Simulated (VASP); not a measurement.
SnO2 (fluorite type), 3 atoms in the cell. It takes space group Fm-3m (No. 225, cubic). Conventional cell: a = 4.577 Å, b = 4.577 Å, c = 4.577 Å, α = 90.00°, β = 90.00°, γ = 90.00°. Within 2.6 Å of Sn (site symmetry m-3m) lie 8 O at 1.98 Å. O (site symmetry -43m) has 4 Sn at 1.98 Å and 6 O at 2.29 Å within 2.6 Å. 

* Program: VASP 6.6.1
* Task: single point
* Functional: PBE
* Potentials or basis: VASP PAW PBE potentials, release 64 (Sn_d, O)
* Cutoff: 520 eV
* k mesh: 12 × 12 × 12
* Occupations: fermi-dirac, width 0.08 eV
* Spin: no spin polarisation
* Dipole correction: no
* Further INCAR settings: ALGO = Normal; EDIFF = 1e-06; NBANDS = 20

Potentials or basis: VASP PAW PBE potentials, release 64 (Sn_d, O).

Command:

```sh
$ cat potpaw_PBE.64/Sn_d/POTCAR potpaw_PBE.64/O/POTCAR > POTCAR
$ mpirun -np 1 vasp_std > vasp.out
```

Hardware: 1 thread of Intel(R) Xeon(R) Platinum 8259CL CPU @ 2.50GHz (Skylake/Cascade Lake) (shared host).

Q: How long does it take, and how much memory?

A: It took 22 s on 1 thread of Intel(R) Xeon(R) Platinum 8259CL CPU @ 2.50GHz (Skylake/Cascade Lake), on a shared host, peak memory 0.16 GiB. Counts: scf iterations 13, k points 72.
